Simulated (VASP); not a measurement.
Crystal: HgTe.

```
CELL_PARAMETERS angstrom
2.97243 -3.44366 0.00000
2.97243 3.44366 0.00000
0.00000 0.00000 5.75924
ATOMIC_POSITIONS crystal
Hg 0.65695 0.34305 0.25000
Hg 0.34305 0.65695 0.75000
Te 0.21519 0.78481 0.25000
Te 0.78481 0.21519 0.75000
```

Base run:

- Program: VASP 6.6.1
- Functional: PBE
- Potentials or basis: VASP PAW PBE potentials, release 64 (Hg, Te)
- Cutoff: 520 eV
- k mesh: 6 × 6 × 5
- Occupations: fermi-dirac, width 0.05 eV
- Spin: no spin polarisation

Its results: band gap on the k mesh zero (band 18 reaches 4.44 eV, above the bottom of band 19 at 2.32 eV); pressure 0.7 GPa; largest force 0.043 eV/Å.

The run is repeated on the same cell with these changes: functional from PBE to PBEsol. What comes out?

Band gap on the k mesh zero (band 18 reaches 4.29 eV, above the bottom of band 19 at 2.15 eV); pressure -2.5 GPa; largest force 0.135 eV/Å.

PBEsol binds more tightly than PBE, so the same cell stands under less pressure.

Caveats: spin-orbit coupling is left out, which moves the levels of the heavy elements; the PAW data sets were made with another functional, which shifts forces and pressure a little (some runs).
